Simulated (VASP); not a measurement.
Here is a VASP 6.6.1 calculation.

The input INCAR:

```
SYSTEM = HgTe
PREC     = Accurate       ! precision mode
ENCUT    = 520            ! plane-wave cutoff, eV
EDIFF    = 1E-6           ! SCF threshold, eV
ISMEAR   = 0              ! smearing method
SIGMA    = 0.15           ! smearing width, eV
LREAL    = .FALSE.        ! projectors in reciprocal space
LASPH    = .TRUE.         ! aspherical terms in the spheres
NELM     = 60             ! most SCF steps
ALGO     = Normal         ! electronic algorithm
ISIF     = 2              ! what is computed and relaxed
LWAVE    = .FALSE.        ! write WAVECAR
LCHARG   = .TRUE.         ! write CHGCAR
GGA      = PE             ! functional
LELF     = .TRUE.         ! ELF
LVHAR    = .TRUE.       
NBANDS   = 16             ! bands
```

The input KPOINTS:

```
regular mesh
0
G
  14 14 14
  0 0 0
```

POSCAR

```
HgTe
1.0
    0.0000000000      3.2718525000      3.1267950000
    3.2718525000      0.0000000000      3.1267950000
    3.2718525000      3.2718525000      0.0000000000
Hg Te
1 1
Direct
    0.0000000000      0.0000000000      0.0000000000
    0.7500000000      0.7500000000      0.7500000000
```

Potentials or basis: VASP PAW PBE potentials, release 64 (Hg, Te).

The run is started by

```bash
$ cat potpaw_PBE.64/Hg/POTCAR potpaw_PBE.64/Te/POTCAR > POTCAR
$ mpirun -np 1 vasp_std > vasp.out
```

Task: What does it give for the pressure?

Result: 4.1 GPa.

Task: Predict the band gap on the k mesh.

Result: 0.11 eV (least direct gap 0.14 eV).

Stress tensor (GPa, compression positive):
```
3.97 0.00 0.00
0.00 3.97 0.00
0.00 0.00 4.46
```

Caveat: the cell differs from its parent crystal (strain +0.015 along x and y, -0.030 along z); the cell stands under pressure; the smearing spreads over this small gap; spin-orbit coupling is left out, which moves the levels of the heavy elements. A k mesh can miss the band edges.
